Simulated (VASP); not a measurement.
Write the native input for VASP 6.6.1 that does the following.

| Quantity | Value |
| --- | --- |
| Task | single point |
| Functional | PBEsol |
| Potentials or basis | VASP PAW PBE potentials, release 64 (Ba_sv) |
| Cutoff | 520 eV |
| k mesh | 10 × 10 × 6 |
| Occupations | fermi-dirac, width 0.08 eV |
| Spin | no spin polarisation |
| Dipole correction | no |
| k mesh for the DOS | 15 × 15 × 9 |
| Occupations for the DOS | tetrahedron |
| Further INCAR settings | ALGO = Normal; EDIFF = 1e-06 |

Ba:

```
Ba
1.0
     3.27328    0.00000    0.00000
    -1.63664    2.83474    0.00000
     0.00000    0.00000    5.00647
Ba
2
Direct
  0.33333 0.66667 0.25000
  0.66667 0.33333 0.75000
```

This isn't the form of Ba at room conditions, which is bcc.

These files were run (other wordings do the same):

POSCAR

```
Ba
1.0
    3.2732794878      0.0000000000      0.0000000000
   -1.6366397439      2.8347431901      0.0000000000
    0.0000000000      0.0000000000      5.0064716199
Ba
2
Direct
    0.3333333333      0.6666666667      0.2500000000
    0.6666666667      0.3333333333      0.7500000000
```

INCAR.step1

```
ALGO     = Normal         # electronic algorithm
EDIFF    = 1E-6           # SCF threshold, eV
ENCUT    = 520            # plane-wave cutoff, eV
GGA      = PS             # functional
ISIF     = 2              # what is computed and relaxed
ISMEAR   = -1             # smearing method
LASPH    = T              # aspherical terms in the spheres
LCHARG   = T              # write CHGCAR
LREAL    = F              # projectors in reciprocal space
LWAVE    = F              # write WAVECAR
NBANDS   = 17             # bands
NELM     = 80             # most SCF steps
PREC     = Accurate       # precision mode
SIGMA    = 0.08           # smearing width, eV
```

KPOINTS.step1

```
k-points
0
Gamma
  10 10 6
```

INCAR.step2

```
ALGO     = Normal         # electronic algorithm
EDIFF    = 1E-6           # SCF threshold, eV
ENCUT    = 520            # plane-wave cutoff, eV
GGA      = PS             # functional
ICHARG   = 11             # starting density
ISIF     = 2              # what is computed and relaxed
ISMEAR   = -5             # smearing method
LASPH    = T              # aspherical terms in the spheres
LCHARG   = F              # write CHGCAR
LORBIT   = 10             # projections on sites
LREAL    = F              # projectors in reciprocal space
LWAVE    = F              # write WAVECAR
NEDOS    = 2001           # points of the DOS
NELM     = 80             # most SCF steps
PREC     = Accurate       # precision mode
SIGMA    = 0.08           # smearing width, eV
```

KPOINTS.step2

```
k-points
0
Gamma
  15 15 9
```

Potentials or basis: VASP PAW PBE potentials, release 64 (Ba_sv).

Run with:

```sh
$ cat potpaw_PBE.64/Ba_sv/POTCAR > POTCAR
$ cp INCAR.step1 INCAR
$ cp KPOINTS.step1 KPOINTS
$ mpirun -np 1 vasp_std > vasp.out
$ cp INCAR.step2 INCAR
$ cp KPOINTS.step2 KPOINTS
$ mpirun -np 1 vasp_std > vasp.out
```

Results of the run:

* Valence electrons inside the program's atomic spheres: Ba 8.71

Wall time 29 s on 1 thread of Intel(R) Xeon(R) 6975P-C (Granite Rapids), on a shared host, peak memory 0.2 GiB.
